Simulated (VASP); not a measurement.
# MoP in VASP: relaxation of the atoms with PBEsol

Aim: the relaxation of the atoms of MoP with PBEsol.

Program: VASP 6.6.1. These are calculated values, not measurements. Logs are shortened: lines on timing, memory, paths and dates and some standing lists are left out, and cuts for length are marked.

## 1. The cell of the first run

The cell holds a slab with vacuum, 6 atoms: a = 3.206 Å, b = 3.206 Å, c = 24.935 Å, α = 90.00°, β = 90.00°, γ = 120.00°.

## 2. Relaxation of the atoms, PBEsol

INCAR

```
PREC = Accurate
ENCUT = 520
EDIFF = 1E-6
ISMEAR = 0
SIGMA = 0.1
LREAL = F
LASPH = T
NELM = 80
ALGO = Normal
ISIF = 2
LWAVE = F
LCHARG = F
LDIPOL = T
IDIPOL = 3
DIPOL = 0.5 0.5 0.500
GGA = PS
IBRION = 2
NSW = 90
EDIFFG = -0.03
```

KPOINTS

```
regular mesh
0
Gamma
  9 9 1
```

POSCAR

```
MoP
1.0
    3.2062346803      0.0000000000      0.0000000000
   -1.6031173402      2.7766806837      0.0000000000
    0.0000000000      0.0000000000     24.9353377422
P Mo
3 3
Selective dynamics
Direct
    0.3333333333      0.6666666667      0.3408816872  F F F
    0.3333333333      0.6666666667      0.4681763374  F F F
    0.3333333333      0.6666666667      0.5954709877  T T T
    0.0000000000      0.0000000000      0.4045290123  F F F
    0.0000000000      0.0000000000      0.5318236626  T T T
    0.0000000000      0.0000000000      0.6591183128  T T T
```

Potentials or basis: VASP PAW PBE potentials, release 64 (P, Mo_sv).

Command:

```
$ cat potpaw_PBE.64/P/POTCAR potpaw_PBE.64/Mo_sv/POTCAR > POTCAR
$ mpirun -np 1 vasp_std > vasp.out
```

OUTCAR:

```text
PREC = Accurate
   ENCUT = 520
   EDIFF = 1E-6
   ISMEAR = 0
   LREAL = F
   LASPH = T
   NELM = 80
   ISIF = 2
   GGA = PS
   IBRION = 2
   NSW = 90
   EDIFFG = -0.03

 ion  position               nearest neighbor table
   1  0.333  0.667  0.341-   4 2.44   4 2.44   4 2.44
   2  0.333  0.667  0.468-   4 2.44   4 2.44   4 2.44   5 2.44   5 2.44   5 2.44
   3  0.333  0.667  0.595-   5 2.44   6 2.44   5 2.44   6 2.44   5 2.44   6 2.44
   4  0.000  0.000  0.405-   1 2.44   2 2.44   1 2.44   2 2.44   1 2.44   2 2.44   5 3.17
   5  0.000  0.000  0.532-   3 2.44   3 2.44   3 2.44   2 2.44   2 2.44   2 2.44   6 3.17   4 3.17

   6  0.000  0.000  0.659-   3 2.44   3 2.44   3 2.44   5 3.17

  LATTYP: Found a hexagonal cell.
 ALAT       =     3.2062346803
 C/A-ratio  =     7.7771405491

  Lattice vectors:

 A1 = (   3.2062346803,   0.0000000000,   0.0000000000)
 A2 = (  -1.6031173402,   2.7766806837,   0.0000000000)
 A3 = (   0.0000000000,   0.0000000000,  24.9353377422)

Analysis of symmetry for initial positions (statically):
=====================================================================
 Subroutine PRICEL returns:
 Original cell was already a primitive cell.

 Routine SETGRP: Setting up the symmetry group for a
 hexagonal supercell.

 Subroutine GETGRP returns: Found  6 space group operations
 (whereof  6 operations were pure point group operations)
 out of a pool of 24 trial point group operations.

The static configuration has the point symmetry C_3v.

Analysis of symmetry for dynamics (positions and initial velocities):
=====================================================================
 Subroutine PRICEL returns:
 Original cell was already a primitive cell.

 Routine SETGRP: Setting up the symmetry group for a
 hexagonal supercell.

 Subroutine GETGRP returns: Found  6 space group operations
 (whereof  6 operations were pure point group operations)
 out of a pool of 24 trial point group operations.

The dynamic configuration has the point symmetry C_3v.

Analysis of constrained symmetry for selective dynamics:
=====================================================================
 Subroutine PRICEL returns:
 Original cell was already a primitive cell.

 Routine SETGRP: Setting up the symmetry group for a
 hexagonal supercell.

 Subroutine GETGRP returns: Found  6 space group operations
 (whereof  6 operations were pure point group operations)
 out of a pool of 24 trial point group operations.

The constrained configuration has the point symmetry C_3v.

 Subroutine INISYM returns: Found  6 space group operations
 (whereof  6 operations are pure point group operations),
 and found     1 'primitive' translations

----------------------------------------------------------------------------------------

                                     Primitive cell

  volume of cell :     221.9916

  direct lattice vectors                    reciprocal lattice vectors
     3.206234680  0.000000000  0.000000000     0.311892328  0.180071120  0.000000000
    -1.603117340  2.776680684  0.000000000     0.000000000  0.360142240  0.000000000
     0.000000000  0.000000000 24.935337742     0.000000000  0.000000000  0.040103728

  length of vectors
     3.206234680  3.206234680 24.935337742     0.360142240  0.360142240  0.040103728

  position of ions in fractional coordinates (direct lattice)
     0.333333333  0.666666667  0.340881687
     0.333333333  0.666666667  0.468176337
     0.333333333  0.666666667  0.595470988
     0.000000000  0.000000000  0.404529012
     0.000000000  0.000000000  0.531823663
     0.000000000  0.000000000  0.659118313

  ion indices of the primitive-cell ions
   primitive index   ion index
                 1           1
                 2           2
                 3           3
                 4           4
                 5           5
                 6           6

----------------------------------------------------------------------------------------

 KPOINTS: regular mesh

Automatic generation of k-mesh.
 Grid dimensions read from file:
 generate k-points for:    9    9    1

 Generating k-lattice:

  Cartesian coordinates                     Fractional coordinates (reciprocal lattice)
     0.034654703  0.020007902  0.000000000     0.111111111  0.000000000  0.000000000
     0.000000000  0.040015804  0.000000000     0.000000000  0.111111111  0.000000000
     0.000000000  0.000000000  0.040103728     0.000000000  0.000000000  1.000000000

  Length of vectors
     0.040015804  0.040015804  0.040103728

  Shift w.r.t. Gamma in fractional coordinates (k-lattice)
     0.000000000  0.000000000  0.000000000

 Subroutine IBZKPT returns following result:
 ===========================================

 Found     12 irreducible k-points:

 Following reciprocal coordinates:
            Coordinates               Weight
  0.000000  0.000000  0.000000      1.000000
  0.111111  0.000000  0.000000      6.000000
  0.222222  0.000000  0.000000      6.000000
  0.333333 -0.000000  0.000000      6.000000
  0.444444  0.000000  0.000000      6.000000
  0.111111  0.111111  0.000000      6.000000
  0.222222  0.111111  0.000000     12.000000
  0.333333  0.111111  0.000000     12.000000
  0.444444  0.111111  0.000000      6.000000
  0.222222  0.222222  0.000000      6.000000
  0.333333  0.222222  0.000000     12.000000
  0.333333  0.333333  0.000000      2.000000
   k-points           NKPTS =     12   k-points in BZ     NKDIM =     12   number of bands    NBANDS=     34
   number of dos      NEDOS =    301   number of ions     NIONS =      6
   total plane-waves  NPLWV = 110592
   dimension x,y,z NGX =    24 NGY =   24 NGZ =  192
   dimension x,y,z NGXF=    48 NGYF=   48 NGZF=  384
   ions per type =               3   3
   NGX,Y,Z   is equivalent  to a cutoff of  12.44, 12.44, 12.80 a.u.
   NGXF,Y,Z  is equivalent  to a cutoff of  24.89, 24.89, 25.60 a.u.
 SYSTEM =  unknown system
   PREC   = accura    normal or accurate (medium, high low for compatibility)
   ISTART =      0    job   : 0-new  1-cont  2-samecut
   ICHARG =      2    charge: 1-file 2-atom 10-const
   ISPIN  =      1    spin polarized calculation?
   LNONCOLLINEAR =      F non collinear calculations
   LSORBIT =      F    spin-orbit coupling
   LASPH  =      T    aspherical Exc in radial PAW
   ENCUT  =  520.0 eV  38.22 Ry    6.18 a.u.   5.96  5.96 46.36*2*pi/ulx,y,z
   NELM   =     80;   NELMIN=  2; NELMDL= -5     # of ELM steps
   EDIFF  = 0.1E-05   stopping-criterion for ELM
   LREAL  =      F    real-space projection
   EDIFFG = -.3E-01   stopping-criterion for IOM
   NSW    =     90    number of steps for IOM
   IBRION =      2    ionic relax: 0-MD 1-quasi-New 2-CG
   NFREE  =      1    steps in history (QN), initial steepest desc. (CG)
   ISIF   =      2    stress and relaxation
   ISYM   =      2    0-nonsym 1-usesym 2-fastsym
   POTIM  = 0.5000    time-step for ionic-motion
   TEBEG  =    0.0;   TEEND  =   0.0 temperature during run
   PSTRESS=    0.0 pullay stress
   NELECT =      57.0000    total number of electrons
   NUPDOWN=      -1.0000    fix difference up-down
   EMIN   =  10.00;   EMAX   =-10.00  energy-range for DOS
   EFERMI =   0.00;   METHOD = LEGACY
   ISMEAR =     0;   SIGMA  =   0.10  broadening in eV -4-tet -1-fermi 0-gaus
   EFERMI_NEDOS =   21; number of points for ismear=-14 and -15
   IALGO  =     38    algorithm
   IMIX   =      4    mixing-type and parameters
     AMIX     =   0.40;   BMIX     =  1.00
     AMIX_MAG =   1.60;   BMIX_MAG =  1.00
  volume/ion in A,a.u.               =      37.00       249.68
  Fermi-wavevector in a.u.,A,eV,Ry     =   1.040529  1.966315 14.731042  1.082701
  Thomas-Fermi vector in A             =   2.175109
   LORBIT       =      0    0 simple, 1 ext, 2 COOP (PROOUT), +10 PAW based schemes
   GGA     = PS    functional components
   LHFCALC =     F    Hartree Fock is set to
   AEXX    =    0.0000 exact exchange contribution
   IVDW    =     0    specifies the selected vdW correction
   LEPSILON=     F    determine dielectric tensor
   LRPA    =     F    only Hartree local field effects (RPA)
 conjugate gradient relaxation of ions
 non-spin polarized calculation
 Gauss-broadening in eV      SIGMA  =   0.10
  energy-cutoff  :      520.00
  volume of cell :      221.99
 maximum number of plane-waves:      6042
 NGX is ok and might be reduce to    24
   NGX = 11   NGY = 11   NGZ = 93

 dipolmoment           0.000000      0.000000      0.000611 electrons x Angstroem

--------------------------------------- Ionic step        1  -------------------------------------------

 number of electron      56.9999995 magnetization

 Free energy of the ion-electron system (eV)
  ---------------------------------------------------
  ext. energy  EPLUGINS =         0.00000000
  ---------------------------------------------------
  free energy    TOTEN  =       -53.52439401 eV

  energy without entropy =      -53.49759512  energy(sigma->0) =      -53.51099456

------------------------ aborting loop because EDIFF is reached ----------------------------------------

  FORCE on cell =-STRESS in cart. coord.  units (eV):
  Direction    XX          YY          ZZ          XY          YZ          ZX
  --------------------------------------------------------------------------------------
  -------------------------------------------------------------------------------------
  Total       -5.1511481     -5.1511481     -1.9375646      0.0000000      0.0000000     -0.0000000
  in kB      -37.1773230    -37.1773230    -13.9839633      0.0000000      0.0000000     -0.0000000
  external PRESSURE =     -29.4462031 kB  Pullay stress =       0.0000000 kB
[... 101 lines left out ...]
  FREE ENERGIE OF THE ION-ELECTRON SYSTEM (eV)
  ---------------------------------------------------
  free  energy   TOTEN  =       -53.7246572569 eV

  energy  without entropy=      -53.6968342819  energy(sigma->0) =      -53.71074577

[... ionic steps 4 to 8 ...]

--------------------------------------- Ionic step        9  -------------------------------------------

 number of electron      56.9999996 magnetization

------------------------ aborting loop because EDIFF is reached ----------------------------------------

  FORCE on cell =-STRESS in cart. coord.  units (eV):
  Direction    XX          YY          ZZ          XY          YZ          ZX
  --------------------------------------------------------------------------------------
  -------------------------------------------------------------------------------------
  Total       -3.9723431     -3.9723431      0.7562633      0.0000000      0.0000000      0.0000000
  in kB      -28.6695475    -28.6695475      5.4581704      0.0000000      0.0000000      0.0000000
  external PRESSURE =     -17.2936415 kB  Pullay stress =       0.0000000 kB
[... 65 lines left out ...]
  energy  without entropy=      -53.7001489374  energy(sigma->0) =      -53.71418732

--------------------------------------- Ionic step       11  -------------------------------------------

 number of electron      56.9999995 magnetization

 dipolmoment           0.000000      0.000000     -0.074766 electrons x Angstroem

 Free energy of the ion-electron system (eV)
  ---------------------------------------------------
  ext. energy  EPLUGINS =         0.00000000
  ---------------------------------------------------
  free energy    TOTEN  =       -53.72837645 eV

  energy without entropy =      -53.70026391  energy(sigma->0) =      -53.71432018

 E-fermi :   1.4779     XC(G=0):  -5.7134

 val. band max:        1.4214634671   @ k =   0.2222   0.1111   0.0000
 cond. band min:       1.4802356873   @ k =   0.1111   0.0000   0.0000
 fundamental gap:      0.0587722202
 Fermi energy:         1.4779377142

 k-point     1 :       0.0000    0.0000    0.0000
  band No.  band energies     occupation
      1     -59.6048      2.00000
      2     -59.3380      2.00000
      3     -59.3093      2.00000
      4     -33.9908      2.00000
      5     -33.6744      2.00000
      6     -33.5616      2.00000
[... 433 lines left out ...]
     33       3.4492      0.00000
     34       3.8466      0.00000

------------------------ aborting loop because EDIFF is reached ----------------------------------------

 vacuum level on the upper side and lower side of the slab       (xc-potential included)        -0.751         0.737

  FORCE on cell =-STRESS in cart. coord.  units (eV):
  Direction    XX          YY          ZZ          XY          YZ          ZX
  --------------------------------------------------------------------------------------
  -------------------------------------------------------------------------------------
  Total       -3.8151739     -3.8151739      1.1435450      0.0000000      0.0000000     -0.0000000
  in kB      -27.5352115    -27.5352115      8.2532947      0.0000000      0.0000000     -0.0000000
  external PRESSURE =     -15.6057094 kB  Pullay stress =       0.0000000 kB

 VOLUME and BASIS-vectors are now :
 -----------------------------------------------------------------------------
  energy-cutoff  :      520.00
  volume of cell :      221.99
      direct lattice vectors                 reciprocal lattice vectors
     3.206234680  0.000000000  0.000000000     0.311892328  0.180071120  0.000000000
    -1.603117340  2.776680684  0.000000000     0.000000000  0.360142240  0.000000000
     0.000000000  0.000000000 24.935337742     0.000000000  0.000000000  0.040103728
[... 12 lines left out ...]
  FREE ENERGIE OF THE ION-ELECTRON SYSTEM (eV)
  ---------------------------------------------------
  free  energy   TOTEN  =       -53.7283764538 eV

  energy  without entropy=      -53.7002639092  energy(sigma->0) =      -53.71432018

 reached required accuracy - stopping structural energy minimisation

 vacuum level on the upper side and lower side of the slab         5.640         7.158
```

It took 6.2 min on 1 thread of Intel Xeon 6975P-C (Granite Rapids), shared host; peak memory 0.37 GiB.

What came out:

| Item | Value |
| --- | --- |
| Free energy | -53.7284 eV |
| Energy gained by relaxing | 34.0 meV/atom |
| Ionic steps | 11 |
| Band gap on the k mesh | zero (an odd number of electrons rules out a gap without spin polarisation) |

The path:
| step | energy change (eV) | largest force on free atoms (eV/Å) | pressure (GPa) |
| --- | --- | --- | --- |
| 1 | 0.0000 | 2.1595 | -2.94 |
| 2 | -0.1978 | 0.4033 | -1.71 |
| 3 | -0.2003 | 0.2133 | -1.88 |
| 4 | -0.2002 | 0.2171 | -1.85 |
| 5 | -0.2023 | 0.1256 | -1.77 |
| 6 | -0.2023 | 0.1220 | -1.76 |
| 7 | -0.2029 | 0.0624 | -1.78 |
| 8 | -0.2030 | 0.0934 | -1.78 |
| 9 | -0.2034 | 0.0758 | -1.73 |
| 10 | -0.2038 | 0.0588 | -1.62 |
| 11 | -0.2040 | 0.0139 | -1.56 |

Final structure:
```
P Mo
1.0
     3.20623    0.00000    0.00000
    -1.60312    2.77668    0.00000
     0.00000    0.00000   24.93534
P Mo
3 3
Direct
  0.33333 0.66667 0.34088
  0.33333 0.66667 0.46818
  0.33333 0.66667 0.59824
  0.00000 0.00000 0.40453
  0.00000 0.00000 0.53159
  0.00000 0.00000 0.65441
```

Caveat: the PAW data sets were made with another functional, which shifts forces and pressure a little.

The gap in the log of VASP goes by the Fermi energy; the results here count the filled bands.